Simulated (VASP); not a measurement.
Crystal: W.

```
CELL_PARAMETERS angstrom
-1.58516 1.58516 1.58516
1.58516 -1.58516 1.58516
1.58516 1.58516 -1.58516
ATOMIC_POSITIONS crystal
W 0.00000 0.00000 0.00000
```

* Program: VASP 6.6.1
* Task: relaxation of cell and atoms
* Functional: PBE
* Potentials or basis: VASP PAW PBE potentials, release 64 (W_sv)
* Cutoff: 500 eV
* k mesh: 17 × 17 × 17
* Occupations: methfessel-paxton, width 0.1 eV
* Spin: no spin polarisation

At the start: pressure 4.6 GPa; volume 15.93 Å³/atom.

Problem. Where does the relaxation end?

Solution. Over 4 steps the energy falls by 3.3 meV/atom and the volume is 16.17 Å³/atom (+1.5 %); space group Im-3m (No. 229, to 0.05 Å).

The path:
| step | energy change (eV) | largest force (eV/Å) | pressure (GPa) | volume (Å³) |
| --- | --- | --- | --- | --- |
| 1 | 0.0000 | 0.0000 | 4.59 | 15.93 |
| 2 | 0.0351 | 0.0000 | -14.00 | 17.01 |
| 3 | -0.0033 | 0.0000 | -0.08 | 16.17 |
| 4 | -0.0033 | 0.0000 | 0.01 | 16.17 |

Final structure:
```
W
1.0
    -1.59289    1.59289    1.59289
     1.59289   -1.59289    1.59289
     1.59289    1.59289   -1.59289
W
1
Direct
  0.00000 0.00000 0.00000
```
